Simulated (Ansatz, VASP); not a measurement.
# SrHfSn3 in VASP and in Ansatz

```xyz
10
Lattice="4.4686 2.5800 4.8025 -4.4686 2.5800 4.8025 0.0000 -5.1599 4.8025" Properties=species:S:1:pos:R:3 pbc="T T T"
Sr    0.0000    0.0000   10.8055
Sr    0.0000    0.0000    3.6018
Hf    0.0000    0.0000    7.2037
Hf    0.0000    0.0000    0.0000
Sn   -0.0011   -2.5800    6.0031
Sn   -2.2338    1.2909    6.0031
Sn    0.0011    2.5800    8.4043
Sn   -2.2349   -1.2890    8.4043
Sn    2.2338   -1.2909    8.4043
Sn    2.2349    1.2890    6.0031
```

Alike in both runs: functional PBE; k mesh 3 × 3 × 3; occupations gaussian, width 0.1 eV; no spin polarisation.

Ansatz relaxed the structure, and its values are those at the end. VASP's run is a single point on that final structure, the one shown.

```csv
,VASP,Ansatz
version,VASP 6.6.1,Ansatz 0.2.0
potentials or method,"VASP PAW PBE potentials, release 64 (Sr_sv, Hf_pv, Sn_d), cutoff 520 eV","scalar-relativistic, plane waves, PAW"
valence electrons in the cell,124,156
```

```csv
,VASP,Ansatz,Ansatz less VASP
gap on the k mesh at the Fermi level (eV),none,none,-
pressure (GPa),0.2,0.3,+0.06
```

A gap of «none» marks a metal or a gap that the smearing closes. With one functional, cell and mesh, what is left measures potentials, basis and numerics. VASP's potentials hold 124 valence electrons a cell and Ansatz's 156, so a difference there can come from the potentials and not from the codes.

Spin-orbit coupling is off throughout.
